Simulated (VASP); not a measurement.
# CdS (Hawleyite) (F-43m) in VASP: further runs

CdS (Hawleyite) is run at these levels: RPBE; tasks: single point.

Everything below comes from runs of VASP 6.6.1. Logs are shortened: lines on timing, memory, paths and dates and some standing lists are left out, and cuts for length are marked.

### Step 1. The cell of the first run

Symmetry: F-43m, No. 216, cubic system. The conventional cell has a = 6.070 Å, b = 6.070 Å, c = 6.070 Å, α = 90.00°, β = 90.00°, γ = 90.00°. Within 3.5 Å of Cd (site symmetry -43m) lie 4 S at 2.63 Å. Within 3.5 Å of S (site symmetry -43m) lie 4 Cd at 2.63 Å.

### Step 2. Single point, RPBE

Contents of INCAR:

```
SYSTEM = CdS
PREC = Accurate ; ENCUT = 520
EDIFF = 1E-6 ; ISMEAR = -1
SIGMA = 0.15 ; LREAL = .False.
LASPH = .True. ; NELM = 80
ALGO = Normal ; ISIF = 2
LWAVE = .False. ; LCHARG = .False.
GGA = RP ; NBANDS = 16
```

Contents of KPOINTS:

```
Automatic mesh
0
Gamma
  8 8 8
  0 0 0
```

Contents of POSCAR:

```
CdS
1.0
    0.0000000000      3.0350786714      3.0350786714
    3.0350786714      0.0000000000      3.0350786714
    3.0350786714      3.0350786714      0.0000000000
Cd S
1 1
Direct
    0.0000000000      0.0000000000      0.0000000000
    0.7500000000      0.7500000000      0.7500000000
```

Potentials or basis: VASP PAW PBE potentials, release 64 (Cd, S).

Command:

```bash
$ cat potpaw_PBE.64/Cd/POTCAR potpaw_PBE.64/S/POTCAR > POTCAR
$ mpirun -np 1 vasp_std > vasp.out
```

OUTCAR:

```text
SYSTEM = CdS
   PREC = Accurate
   ENCUT = 520
   EDIFF = 1E-6
   ISMEAR = -1
   LREAL = .False.
   LASPH = .True.
   NELM = 80
   ISIF = 2
   GGA = RP

 ion  position               nearest neighbor table
   1  0.000  0.000  0.000-   2 2.63   2 2.63   2 2.63   2 2.63
   2  0.750  0.750  0.750-   1 2.63   1 2.63   1 2.63   1 2.63

  LATTYP: Found a face centered cubic cell.
 ALAT       =     6.0701573428

  Lattice vectors:

 A1 = (   0.0000000000,   3.0350786714,   3.0350786714)
 A2 = (   3.0350786714,   0.0000000000,   3.0350786714)
 A3 = (   3.0350786714,   3.0350786714,   0.0000000000)

Analysis of symmetry for initial positions (statically):
=====================================================================
 Subroutine PRICEL returns:
 Original cell was already a primitive cell.

 Routine SETGRP: Setting up the symmetry group for a
 face centered cubic supercell.

 Subroutine GETGRP returns: Found 24 space group operations
 (whereof 24 operations were pure point group operations)
 out of a pool of 48 trial point group operations.

The static configuration has the point symmetry T_d .

Analysis of symmetry for dynamics (positions and initial velocities):
=====================================================================
 Subroutine PRICEL returns:
 Original cell was already a primitive cell.

 Routine SETGRP: Setting up the symmetry group for a
 face centered cubic supercell.

 Subroutine GETGRP returns: Found 24 space group operations
 (whereof 24 operations were pure point group operations)
 out of a pool of 48 trial point group operations.

The dynamic configuration has the point symmetry T_d .

 Subroutine INISYM returns: Found 24 space group operations
 (whereof 24 operations are pure point group operations),
 and found     1 'primitive' translations

----------------------------------------------------------------------------------------

                                     Primitive cell

  volume of cell :      55.9165

  direct lattice vectors                    reciprocal lattice vectors
     0.000000000  3.035078671  3.035078671    -0.164740376  0.164740376  0.164740376
     3.035078671  0.000000000  3.035078671     0.164740376 -0.164740376  0.164740376
     3.035078671  3.035078671  0.000000000     0.164740376  0.164740376 -0.164740376

  length of vectors
     4.292249420  4.292249420  4.292249420     0.285338700  0.285338700  0.285338700

  position of ions in fractional coordinates (direct lattice)
     0.000000000  0.000000000  0.000000000
     0.750000000  0.750000000  0.750000000

  ion indices of the primitive-cell ions
   primitive index   ion index
                 1           1
                 2           2

----------------------------------------------------------------------------------------

 KPOINTS: Automatic mesh

Automatic generation of k-mesh.
 Grid dimensions read from file:
 generate k-points for:    8    8    8

 Generating k-lattice:

  Cartesian coordinates                     Fractional coordinates (reciprocal lattice)
    -0.020592547  0.020592547  0.020592547     0.125000000  0.000000000  0.000000000
     0.020592547 -0.020592547  0.020592547     0.000000000  0.125000000  0.000000000
     0.020592547  0.020592547 -0.020592547     0.000000000  0.000000000  0.125000000

  Length of vectors
     0.035667338  0.035667338  0.035667338

  Shift w.r.t. Gamma in fractional coordinates (k-lattice)
     0.000000000  0.000000000  0.000000000

 Subroutine IBZKPT returns following result:
 ===========================================

 Found     29 irreducible k-points:

 Following reciprocal coordinates:
            Coordinates               Weight
  0.000000  0.000000  0.000000      1.000000
  0.125000  0.000000  0.000000      8.000000
  0.250000  0.000000  0.000000      8.000000
  0.375000  0.000000  0.000000      8.000000
  0.500000  0.000000  0.000000      4.000000
  0.125000  0.125000  0.000000      6.000000
[... 16 lines left out ...]
  0.500000  0.250000  0.125000     48.000000
 -0.375000  0.250000  0.125000     24.000000
 [... further k-points ...]
   k-points           NKPTS =     29   k-points in BZ     NKDIM =     29   number of bands    NBANDS=     16
   number of dos      NEDOS =    301   number of ions     NIONS =      2
   total plane-waves  NPLWV =  32768
   dimension x,y,z NGX =    32 NGY =   32 NGZ =   32
   dimension x,y,z NGXF=    64 NGYF=   64 NGZF=   64
   ions per type =               1   1
   NGX,Y,Z   is equivalent  to a cutoff of  12.39, 12.39, 12.39 a.u.
   NGXF,Y,Z  is equivalent  to a cutoff of  24.79, 24.79, 24.79 a.u.
 SYSTEM =  CdS
   PREC   = accura    normal or accurate (medium, high low for compatibility)
   ISTART =      0    job   : 0-new  1-cont  2-samecut
   ICHARG =      2    charge: 1-file 2-atom 10-const
   ISPIN  =      1    spin polarized calculation?
   LNONCOLLINEAR =      F non collinear calculations
   LSORBIT =      F    spin-orbit coupling
   LASPH  =      T    aspherical Exc in radial PAW
   ENCUT  =  520.0 eV  38.22 Ry    6.18 a.u.   7.98  7.98  7.98*2*pi/ulx,y,z
   NELM   =     80;   NELMIN=  2; NELMDL= -5     # of ELM steps
   EDIFF  = 0.1E-05   stopping-criterion for ELM
   LREAL  =      F    real-space projection
   EDIFFG = 0.1E-04   stopping-criterion for IOM
   NSW    =      0    number of steps for IOM
   IBRION =     -1    ionic relax: 0-MD 1-quasi-New 2-CG
   NFREE  =      0    steps in history (QN), initial steepest desc. (CG)
   ISIF   =      2    stress and relaxation
   ISYM   =      2    0-nonsym 1-usesym 2-fastsym
   POTIM  = 0.5000    time-step for ionic-motion
   TEBEG  =    0.0;   TEEND  =   0.0 temperature during run
   PSTRESS=    0.0 pullay stress
   NELECT =      18.0000    total number of electrons
   NUPDOWN=      -1.0000    fix difference up-down
   EMIN   =  10.00;   EMAX   =-10.00  energy-range for DOS
   EFERMI =   0.00;   METHOD = LEGACY
   ISMEAR =    -1;   SIGMA  =   0.15  broadening in eV -4-tet -1-fermi 0-gaus
   EFERMI_NEDOS =   21; number of points for ismear=-14 and -15
   IALGO  =     38    algorithm
   IMIX   =      4    mixing-type and parameters
     AMIX     =   0.40;   BMIX     =  1.00
     AMIX_MAG =   1.60;   BMIX_MAG =  1.00
  volume/ion in A,a.u.               =      27.96       188.67
  Fermi-wavevector in a.u.,A,eV,Ry     =   1.121982  2.120238 17.127593  1.258843
  Thomas-Fermi vector in A             =   2.258639
   LORBIT       =      0    0 simple, 1 ext, 2 COOP (PROOUT), +10 PAW based schemes
   GGA     = RP    functional components
   LHFCALC =     F    Hartree Fock is set to
   AEXX    =    0.0000 exact exchange contribution
   IVDW    =     0    specifies the selected vdW correction
   LEPSILON=     F    determine dielectric tensor
   LRPA    =     F    only Hartree local field effects (RPA)
 non-spin polarized calculation
  energy-cutoff  :      520.00
  volume of cell :       55.92
 maximum number of plane-waves:      1540
   NGX = 15   NGY = 15   NGZ = 15

 number of electron      18.0000000 magnetization

 Free energy of the ion-electron system (eV)
  ---------------------------------------------------
  ext. energy  EPLUGINS =         0.00000000
  ---------------------------------------------------
  free energy    TOTEN  =        -5.52285546 eV

  energy without entropy =       -5.52190987  energy(sigma->0) =       -5.52238266

 E-fermi :   1.2852     XC(G=0):  -8.3290

 val. band max:        0.4971371669   @ k =   0.0000   0.0000   0.0000
 cond. band min:       1.5592090885   @ k =   0.0000   0.0000   0.0000
 fundamental gap:      1.0620719216
 Fermi energy:         1.2851710355

 k-point     1 :       0.0000    0.0000    0.0000
  band No.  band energies     occupation
      1     -11.1909      2.00000
      2      -6.8909      2.00000
      3      -6.8909      2.00000
      4      -6.8909      2.00000
      5      -6.5602      2.00000
      6      -6.5602      2.00000
[... 8 lines left out ...]
     15      11.7849      0.00000
     16      11.7849      0.00000

 k-point     2 :       0.1250    0.0000    0.0000
  band No.  band energies     occupation
      1     -11.1449      2.00000
      2      -6.8749      2.00000
      3      -6.8749      2.00000
      4      -6.8419      2.00000
      5      -6.5606      2.00000
      6      -6.5606      2.00000
[... 8 lines left out ...]
     15      11.2852      0.00000
     16      12.2174      0.00000

 k-point     3 :       0.2500    0.0000    0.0000
  band No.  band energies     occupation
      1     -11.0338      2.00000
      2      -6.8404      2.00000
      3      -6.8404      2.00000
      4      -6.6818      2.00000
      5      -6.5564      2.00000
      6      -6.5564      2.00000
[... 8 lines left out ...]
     15      11.0733      0.00000
     16      11.8068      0.00000

 k-point     4 :       0.3750    0.0000    0.0000
  band No.  band energies     occupation
      1     -10.9231      2.00000
      2      -6.8137      2.00000
      3      -6.8137      2.00000
      4      -6.5427      2.00000
      5      -6.5427      2.00000
      6      -6.4273      2.00000
[... 8 lines left out ...]
     15      11.8215      0.00000
     16      11.8215      0.00000

 k-point     5 :       0.5000    0.0000    0.0000
  band No.  band energies     occupation
      1     -10.8777      2.00000
      2      -6.8054      2.00000
      3      -6.8054      2.00000
      4      -6.5337      2.00000
      5      -6.5337      2.00000
      6      -6.2717      2.00000
[... 8 lines left out ...]
     15      12.7770      0.00000
     16      12.7770      0.00000

 k-point     6 :       0.1250    0.1250    0.0000
  band No.  band energies     occupation
      1     -11.1297      2.00000
      2      -6.8593      2.00000
      3      -6.8593      2.00000
      4      -6.8464      2.00000
      5      -6.5703      2.00000
      6      -6.5515      2.00000
[... 8 lines left out ...]
     15      11.8955      0.00000
     16      12.6708      0.00000
[... 267 lines left out ...]
 k-point    21 :       0.5000    0.5000    0.0000
  band No.  band energies     occupation
      1     -10.7805      2.00000
      2      -6.7155      2.00000
      3      -6.6493      2.00000
      4      -6.6493      2.00000
      5      -6.5007      2.00000
      6      -6.2142      2.00000
[... 8 lines left out ...]
     15      12.7690      0.00000
     16      13.7107      0.00000

 k-point    22 :       0.3750    0.2500    0.1250
  band No.  band energies     occupation
      1     -10.9523      2.00000
      2      -6.8010      2.00000
      3      -6.7838      2.00000
      4      -6.6424      2.00000
      5      -6.5463      2.00000
      6      -6.5056      2.00000
[... 8 lines left out ...]
     15      12.2748      0.00000
     16      14.0459      0.00000

 k-point    23 :       0.5000    0.2500    0.1250
  band No.  band energies     occupation
      1     -10.8652      2.00000
      2      -6.7759      2.00000
      3      -6.7588      2.00000
      4      -6.5955      2.00000
      5      -6.5354      2.00000
      6      -6.3160      2.00000
[... 8 lines left out ...]
     15      12.8932      0.00000
     16      13.2964      0.00000

 k-point    24 :      -0.3750    0.2500    0.1250
  band No.  band energies     occupation
      1     -10.8296      2.00000
      2      -6.7718      2.00000
      3      -6.7477      2.00000
      4      -6.5729      2.00000
      5      -6.5401      2.00000
      6      -6.1906      2.00000
[... 8 lines left out ...]
     15      12.5706      0.00000
     16      13.2941      0.00000

 [... further k-points ...]
[... 5 lines left out ...]
  --------------------------------------------------------------------------------------
  -------------------------------------------------------------------------------------
  Total       -0.4027772     -0.4027772     -0.4027772     -0.0000000      0.0000000      0.0000000
  in kB      -11.5407930    -11.5407930    -11.5407930     -0.0000000      0.0000000      0.0000000
  external PRESSURE =     -11.5407930 kB  Pullay stress =       0.0000000 kB

 VOLUME and BASIS-vectors are now :
 -----------------------------------------------------------------------------
  energy-cutoff  :      520.00
  volume of cell :       55.92
      direct lattice vectors                 reciprocal lattice vectors
     0.000000000  3.035078671  3.035078671    -0.164740376  0.164740376  0.164740376
     3.035078671  0.000000000  3.035078671     0.164740376 -0.164740376  0.164740376
     3.035078671  3.035078671  0.000000000     0.164740376  0.164740376 -0.164740376

 POSITION                                       TOTAL-FORCE (eV/Angst)
 -----------------------------------------------------------------------------------
      0.00000      0.00000      0.00000        -0.000000     -0.000000     -0.000000
      4.55262      4.55262      4.55262         0.000000      0.000000      0.000000
 -----------------------------------------------------------------------------------
    total drift:                                0.000001      0.000001      0.000001

  FREE ENERGIE OF THE ION-ELECTRON SYSTEM (eV)
  ---------------------------------------------------
  free  energy   TOTEN  =        -5.5228554598 eV

  energy  without entropy=       -5.5219098692  energy(sigma->0) =       -5.52238266
```

Wall time 38 s (1 thread of Intel Xeon 8259CL, shared host); peak memory 0.18 GiB.

What came out:

```
Free energy            : -5.5229 eV
Pressure               : -1.2 GPa
Band gap on the k mesh : 1.06 eV, direct
```

Caveat: the PAW data sets were made with another functional, which shifts forces and pressure a little.

(Continued in part 2 of 2.)
